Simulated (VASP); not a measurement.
Sm3O, 4 atoms in the cell. The structure is tetragonal, space group I4/mmm (No. 139). Conventional cell: a = 5.533 Å, b = 5.533 Å, c = 6.589 Å, α = 90.00°, β = 90.00°, γ = 90.00°. Sm (site symmetry mmm) has 4 Sm at 2.77 to 3.29 Å and 2 O at 2.77 Å within 3.6 Å. Sm (site symmetry 4/mmm) has 4 Sm at 2.77 Å and 2 O at 3.29 Å within 3.6 Å. Within 3.6 Å of O (site symmetry 4/mmm) lie 6 Sm at 2.77 to 3.29 Å. The cell was built from a structure type or drawn by symmetry, and may not be a known phase.

| Property | Result |
| --- | --- |
| Program | VASP 6.6.1 |
| Task | relaxation of cell and atoms |
| Functional | PBE |
| Potentials or basis | VASP PAW PBE potentials, release 64 (Sm_3, O), 4f in core |
| Cutoff | 600 eV |
| k mesh | 4 × 4 × 4 |
| Occupations | gaussian, width 0.1 eV |
| Spin | no spin polarisation |
| Dipole correction | no |
| Mended | yes |
| Further INCAR settings | ALGO = Normal; EDIFF = 1e-07; IBRION = 2; EDIFFG = -0.04; NSW = 90; ISIF = 3 |

Potentials or basis: VASP PAW PBE potentials, release 64 (Sm_3, O), 4f in core.

The run is started by

```sh
$ cat potpaw_PBE.64/Sm_3/POTCAR potpaw_PBE.64/O/POTCAR > POTCAR
$ mpirun -np 1 vasp_std > vasp.out
```

Hardware: 1 thread of Intel(R) Xeon(R) Platinum 8488C (Sapphire Rapids) (shared host).

**Question.** Estimate the wall time of this run.

**Answer.** Wall time 110 s on 1 thread of Intel(R) Xeon(R) Platinum 8488C (Sapphire Rapids), with other jobs on the host, peak memory 0.28 GiB. Counts: scf iterations 54, k points 13, ion steps 5.
